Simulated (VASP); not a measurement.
Here is a VASP 6.6.1 calculation.

Contents of INCAR:

```
PREC = Accurate
ENCUT = 520
EDIFF = 1E-6
ISMEAR = 0
SIGMA = 0.1
LREAL = F
LASPH = T
NELM = 80
ALGO = Normal
ISIF = 2
LWAVE = F
LCHARG = F
GGA = PE
NBANDS = 30
```

File KPOINTS:

```
regular mesh
0
Gamma
  6 6 4
```

File POSCAR:

```
GaCo
1.0
    4.5014368732     -1.3764156860      0.0000000000
    4.5014368732      1.3764156860      0.0000000000
   -1.2618309735      0.0000000000      3.9756151186
Ga Co
2 2
Direct
    0.1165283063      0.1165283063      0.3027743700
    0.8834716937      0.8834716937      0.6972256300
    0.6270189279      0.6270189279      0.8078154735
    0.3729810721      0.3729810721      0.1921845265
```

Potentials or basis: VASP PAW PBE potentials, release 64 (Ga_d, Co).

The run is started by

```sh
$ cat potpaw_PBE.64/Ga_d/POTCAR potpaw_PBE.64/Co/POTCAR > POTCAR
$ mpirun -np 1 vasp_std > vasp.out
```

(1) Estimate the band gap on the k mesh.

(2) Predict the pressure.

(3) Predict the largest force.

Answers

(1) zero (bands 22 and 23 overlap by 1.05 eV).

(2) 0.3 GPa.

(3) 0.040 eV/Å.

Caveat: the k points lie up to 0.40 Å⁻¹ apart, too coarse for converged energies and pressures of a metal; the run has no spin polarisation, though such a crystal can be magnetic.
